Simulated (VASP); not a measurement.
C: single point with PBE

Crystal: C.

```
C
1.0
     0.00000    1.81848    1.81848
     1.81848    0.00000    1.81848
     1.81848    1.81848    0.00000
C
2
Direct
  0.00000 0.00000 0.00000
  0.25000 0.25000 0.25000
```

```json
{
 "Program": "VASP 6.6.1",
 "Task": "single point",
 "Functional": "PBE",
 "Potentials or basis": "VASP PAW PBE potentials, release 64 (C)",
 "Cutoff": "600 eV",
 "k mesh": "2 × 2 × 2",
 "Occupations": "gaussian, width 0.01 eV",
 "Spin": "no spin polarisation"
}
```

```yaml
Pressure: 6.4 GPa
Band_gap_on_the_k_mesh: 4.45 eV, indirect (least direct gap 5.34 eV)
```

Levels at points of the mesh, in eV from the valence-band top:
```tsv
k point	band 2	band 3	band 4	band 5	band 6	band 7
(0.00, 0.00, 0.00)	0.00	0.00	0.00	5.34	5.34	5.34
(0.50, 0.00, 0.00)	-12.89	-2.68	-2.68	8.01	8.11	8.11
(0.50, 0.50, 0.00)	-12.46	-6.03	-6.03	4.45	4.45	15.98
```

Run time: 2.2 s on 1 thread of Intel Xeon 6975P-C (shared host), peak memory 0.12 GiB.

Caveat: the k points lie up to 1.50 Å⁻¹ apart. A hybrid or GW would open this gap; PBE tends to underestimate it.
